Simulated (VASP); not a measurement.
## BaF2: single point with PBE

BaF2:

```
Ba F
1.0
     0.00000    3.10005    3.10005
     3.10005    0.00000    3.10005
     3.10005    3.10005    0.00000
Ba F
1 2
Direct
  0.00000 0.00000 0.00000
  0.25000 0.25000 0.25000
  0.75000 0.75000 0.75000
```

```
Program             : VASP 6.6.1
Task                : single point
Functional          : PBE
Potentials or basis : VASP PAW PBE potentials, release 64 (Ba_sv, F_h)
Cutoff              : 1350 eV
k mesh              : 6 × 6 × 6
Occupations         : gaussian, width 0.05 eV
Spin                : no spin polarisation
```

```yaml
Pressure: 2.2 GPa
Band_gap_on_the_k_mesh: 6.78 eV (least direct gap 6.85 eV)
```

Levels at points of the mesh, in eV from the valence-band top:
| k point | band 8 | band 9 | band 10 | band 11 | band 12 | band 13 | band 14 | band 15 | band 16 | band 17 |
| --- | --- | --- | --- | --- | --- | --- | --- | --- | --- | --- |
| (0.00, 0.00, 0.00) | -1.48 | -1.48 | -0.06 | -0.06 | -0.06 | 6.78 | 9.20 | 9.20 | 11.40 | 11.40 |
| (0.50, 0.00, 0.00) | -1.08 | -0.65 | -0.34 | -0.15 | -0.15 | 9.12 | 9.19 | 9.19 | 9.80 | 11.59 |
| (0.50, 0.50, 0.00) | -0.35 | -0.35 | -0.32 | -0.32 | -0.11 | 7.26 | 9.01 | 10.68 | 11.96 | 11.96 |

It took 99 s on 1 thread of Intel(R) Xeon(R) Platinum 8259CL CPU @ 2.50GHz (Skylake/Cascade Lake) (shared host), peak memory 0.42 GiB.

Caveat: spin-orbit coupling is left out, which moves the levels of the heavy elements. A k mesh can miss the band edges.
